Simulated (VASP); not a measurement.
Here is a VASP 6.6.1 calculation.

The input INCAR:

```
SYSTEM = BN
PREC = Accurate
ENCUT = 520
EDIFF = 1E-7
ISMEAR = 0
SIGMA = 0.02
LREAL = .FALSE.
LASPH = .TRUE.
NELM = 60
ALGO = Normal
ISIF = 2
LWAVE = .FALSE.
LCHARG = .FALSE.
GGA = PS
NBANDS = 16
```

Contents of KPOINTS:

```
Automatic mesh
0
G
  12 12 4
  0 0 0
```

POSCAR

```
BN
1.0
    2.4682425637      0.0000000000      0.0000000000
   -1.2341212819      2.1375607628      0.0000000000
    0.0000000000      0.0000000000      5.1400069724
B N
2 2
Direct
    0.3333333333      0.6666666667      0.2500000000
    0.6666666667      0.3333333333      0.7500000000
    0.3333333333      0.6666666667      0.7500000000
    0.6666666667      0.3333333333      0.2500000000
```

Potentials or basis: VASP PAW PBE potentials, release 64 (B, N).

Run with:

```bash
$ cat potpaw_PBE.64/B/POTCAR potpaw_PBE.64/N/POTCAR > POTCAR
$ mpirun -np 1 vasp_std > vasp.out
```

**Question.** Estimate the band gap on the k mesh.

**Answer.** 3.75 eV, indirect (least direct gap 4.26 eV).

**Question.** Estimate the pressure.

**Answer.** 25.5 GPa.

Stress tensor (GPa, compression positive):
```
25.76  0.00  0.00
 0.00 25.76  0.00
 0.00  0.00 24.88
```

Caveat: the PAW data sets were made with another functional, which shifts forces and pressure a little. A k mesh can miss the band edges.
